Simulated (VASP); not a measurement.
A run of VASP 6.6.1:

File POSCAR:

```
Co
1.0
    2.3371579601     -1.5446826214      0.0000000000
    2.3371579601      1.5446826214      0.0000000000
    0.0000000000      0.0000000000      6.3011453754
Co
4
Direct
    0.8500000000      0.1500000000      0.1170000000
    0.6500000000      0.3500000000      0.6170000000
    0.1500000000      0.8500000000      0.8830000000
    0.3500000000      0.6500000000      0.3830000000
```

INCAR.step1

```
SYSTEM = Co
PREC = Accurate ; ENCUT = 520
ISMEAR = 0 ; SIGMA = 0.1
LREAL = .FALSE. ; LASPH = .TRUE.
NELM = 150 ; ISPIN = 2
MAGMOM = 3 3 3 3 ; LMAXMIX = 4
NBANDS = 30 ; GGA = PE
ALGO = Normal ; EDIFF = 1E-4
LWAVE = .TRUE. ; LCHARG = .FALSE.
```

INCAR.step2

```
SYSTEM = Co
PREC = Accurate ; ENCUT = 520
EDIFF = 1E-6 ; ISMEAR = 0
SIGMA = 0.1 ; LREAL = .FALSE.
LASPH = .TRUE. ; NELM = 150
ALGO = Normal ; ISIF = 2
LWAVE = .FALSE. ; LCHARG = .FALSE.
ISPIN = 2 ; MAGMOM = 3 3 3 3
LORBIT = 11 ; LMAXMIX = 4
METAGGA = R2SCAN ; LMIXTAU = .TRUE.
NBANDS = 30 ; ISTART = 1
```

KPOINTS

```
Automatic mesh
0
G
  8 8 4
  0 0 0
```

Potentials or basis: VASP PAW PBE potentials, release 64 (Co).

Command:

```console
$ cat potpaw_PBE.64/Co/POTCAR > POTCAR
$ cp INCAR.step1 INCAR
$ mpirun -np 1 vasp_std > vasp.out
$ cp INCAR.step2 INCAR
$ mpirun -np 1 vasp_std > vasp.out
```

Hardware: 1 thread of Intel(R) Xeon(R) 6975P-C (Granite Rapids) (shared host).

Task: Estimate the wall time of this run.

Result: Wall time 4.5 min on 1 thread of Intel(R) Xeon(R) 6975P-C (Granite Rapids), with other jobs on the host, peak memory 0.27 GiB. Counts: k points 63.
